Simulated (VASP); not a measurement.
Ag: single point with BLYP+D4

Crystal: Ag.

```
Ag
1.0
     0.00000    2.05560    2.05560
     2.05560    0.00000    2.05560
     2.05560    2.05560    0.00000
Ag
1
Direct
  0.00000 0.00000 0.00000
```

```json
{
 "Program": "VASP 6.6.1",
 "Task": "single point",
 "Functional": "BLYP",
 "Dispersion": "D4",
 "Potentials or basis": "VASP PAW PBE potentials, release 64 (Ag)",
 "Cutoff": "520 eV",
 "k mesh": "11 × 11 × 11",
 "Occupations": "fermi-dirac, width 0.05 eV",
 "Spin": "no spin polarisation",
 "Dipole correction": "no",
 "Further INCAR settings": "ALGO = Normal; EDIFF = 1e-06; NBANDS = 12"
}
```

- Pressure: 0.1 GPa
- Dispersion energy per atom: -1.073 eV

Levels at points of the mesh, in eV from the Fermi level:
| k point | band 3 | band 4 | band 5 | band 6 | band 7 | band 8 | band 9 | band 10 |
| --- | --- | --- | --- | --- | --- | --- | --- | --- |
| (0.00, 0.00, 0.00) | -5.16 | -5.16 | -4.17 | -4.17 | 15.92 | 19.16 | 19.16 | 19.16 |

Wall time 7.4 s on 1 thread of Intel(R) Xeon(R) 6975P-C (Granite Rapids), with other jobs on the host, peak memory 0.14 GiB.

Caveat: the PAW data sets were made with another functional, which shifts forces and pressure a little; pairwise dispersion overbinds metals, which lowers pressure and volume.
